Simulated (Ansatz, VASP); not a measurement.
# One calculation of Ta6F, two programs

```
Ta F
1.0
     4.60022    0.00000    0.00000
    -2.30011    3.98391    0.00000
     0.00000    0.00000   21.40177
Ta F
6 1
Cartesian
  2.3001 1.3280 4.0000
  0.0000 2.6559 4.9390
  0.0000 0.0000 5.8780
  2.3001 1.3280 6.7582
  0.0000 2.6559 7.5839
  0.0000 0.0000 8.4018
  3.8335 -2.2133 11.2318
```

Alike in both runs: task single point; functional LDA; k mesh 6 × 6 × 1; occupations gaussian, width 0.1 eV; collinear spin.

|  | VASP | Ansatz |
| --- | --- | --- |
| version | VASP 6.6.1 | Ansatz 0.2.0 |
| potentials or method | VASP PAW LDA potentials, release 64 (Ta_pv, F), cutoff 520 eV | scalar-relativistic, plane waves, PAW |
| valence electrons in the cell | 73 | 85 |

|  | VASP | Ansatz | Ansatz less VASP |
| --- | --- | --- | --- |
| gap on the k mesh at the Fermi level (eV) | none | none | - |
| rms of the force components (eV/Å) | 0.893 | 0.866 | -0.0268 |
| net moment per atom (μB) | 0.01 | 0.06 | +0.049 |
| size of the moment on the site where the two differ most (μB) | 0.07 | 0.42 | +0.355 |
| work function, face that differs most (eV) | 10.10 | 9.88 | -0.221 |

Ansatz warns that its potentials were made for another functional, while VASP's fit it. LDA's correlation is that of Perdew and Zunger in VASP and of Perdew and Wang (1992) in Ansatz. Site moments also hang on the region over which each program counts them. Atom by atom the forces differ by 0.047 eV/Å (rms over components). A gap of «none» marks a metal or a gap that the smearing closes. VASP's potentials hold 73 valence electrons a cell and Ansatz's 85, so a difference there can come from the potentials and not from the codes.

Neither program's run includes spin-orbit coupling.
